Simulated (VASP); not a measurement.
Here is a VASP 6.6.1 calculation.

Contents of POSCAR:

```
Ir
1.0
    0.0000000000      1.9228496764      1.9228496764
    1.9228496764      0.0000000000      1.9228496764
    1.9228496764      1.9228496764      0.0000000000
Ir
1
Direct
    0.0000000000      0.0000000000      0.0000000000
```

The input INCAR.step1:

```
SYSTEM = Ir
PREC = Accurate
ENCUT = 550
ISMEAR = 1
SIGMA = 0.03
LREAL = .FALSE.
LASPH = .TRUE.
NELM = 120
NBANDS = 14
GGA = PE
ALGO = Normal
EDIFF = 1E-5
LWAVE = .TRUE.
LCHARG = .FALSE.
GGA_COMPAT = .FALSE.
```

Contents of INCAR.step2:

```
SYSTEM = Ir
PREC = Accurate
ENCUT = 550
EDIFF = 1E-6
ISMEAR = 1
SIGMA = 0.03
LREAL = .FALSE.
LASPH = .TRUE.
NELM = 120
ALGO = Normal
ISIF = 2
LWAVE = .FALSE.
LCHARG = .FALSE.
METAGGA = R2SCAN
LMIXTAU = .TRUE.
NBANDS = 14
ISTART = 1
GGA_COMPAT = .FALSE.
```

The input KPOINTS:

```
Automatic mesh
0
G
  14 14 14
  0 0 0
```

Potentials or basis: VASP PAW PBE potentials, release 64 (Ir_sv_GW).

Command:

```sh
$ cat potpaw_PBE.64/Ir_sv_GW/POTCAR > POTCAR
$ cp INCAR.step1 INCAR
$ mpirun -np 1 vasp_std > vasp.out
$ cp INCAR.step2 INCAR
$ mpirun -np 1 vasp_std > vasp.out
```

Q: What does it give for the band gap on the k mesh?

A: Zero (an odd number of electrons rules out a gap without spin polarisation).

Q: Predict the pressure.

A: -2.4 GPa.

Caveat: the PAW data sets were made with another functional, which shifts forces and pressure a little; spin-orbit coupling is left out, which moves the levels of the heavy elements.
